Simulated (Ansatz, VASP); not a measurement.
## Cu3Re in VASP and in Ansatz

```
Cu Re
1.0
     2.60712    0.00000    0.00000
     0.00000    2.60712    0.00000
     0.00000    0.00000    7.50673
Cu Re
3 1
Direct
  0.50000 0.50000 0.23831
  0.50000 0.50000 0.76169
  0.00000 0.00000 0.00000
  0.00000 0.00000 0.50000
```

Alike in both runs: functional PBE; k mesh 18 × 18 × 6; occupations gaussian, width 0.1 eV; no spin polarisation.

Ansatz relaxed the structure, and its values are those at the end. VASP's run is a single point on that final structure, the one shown.

|  | VASP | Ansatz |
| --- | --- | --- |
| version | VASP 6.6.1 | Ansatz 0.2.0 |
| potentials or method | VASP PAW PBE potentials, release 64 (Cu, Re), cutoff 520 eV | scalar-relativistic, plane waves, PAW |
| valence electrons in the cell | 40 | 72 |

VASP gave:

* gap on the k mesh at the Fermi level (eV): none
* pressure (GPa): 0.6
* rms of the force components (eV/Å): 0.010

Task: Which values does Ansatz return?

Result: gap on the k mesh at the Fermi level (eV): none; pressure (GPa): 0.0; rms of the force components (eV/Å): 0.000.

A gap of «none» marks a metal or a gap that the smearing closes. VASP's potentials hold 40 valence electrons a cell and Ansatz's 72, so a difference there can come from the potentials and not from the codes.

Neither program's run includes spin-orbit coupling.
